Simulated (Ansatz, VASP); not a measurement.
Rh in VASP and in Ansatz

```xyz
1
Lattice="0.0000 1.8789 1.8789 1.8789 0.0000 1.8789 1.8789 1.8789 0.0000" Properties=species:S:1:pos:R:3 pbc="T T T"
Rh    0.0000    0.0000    0.0000
```

Alike in both runs: functional LDA; k mesh 26 × 26 × 26; occupations fermi-dirac, width 0.15 eV; no spin polarisation.

Ansatz relaxed the structure, and its values are those at the end. VASP's run is a single point on that final structure, the one shown.

|  | VASP | Ansatz |
| --- | --- | --- |
| version | VASP 6.6.1 | Ansatz 0.2.0 |
| potentials or method | VASP PAW LDA potentials, release 64 (Rh_pv), cutoff 520 eV | scalar-relativistic, plane waves, PAW |
| valence electrons in the cell | 15 | 17 |

Ansatz gave:

```
gap on the k mesh at the Fermi level (eV) : none
pressure (GPa)                            : 0.0
```

Question: Which values does VASP return?

Answer: gap on the k mesh at the Fermi level (eV): none; pressure (GPa): 0.8.

Ansatz warns that its potentials were made for another functional, while VASP's fit it. LDA's correlation is that of Perdew and Zunger in VASP and of Perdew and Wang (1992) in Ansatz. A gap of «none» marks a metal or a gap that the smearing closes. VASP's potentials hold 15 valence electrons a cell and Ansatz's 17, so a difference there can come from the potentials and not from the codes.
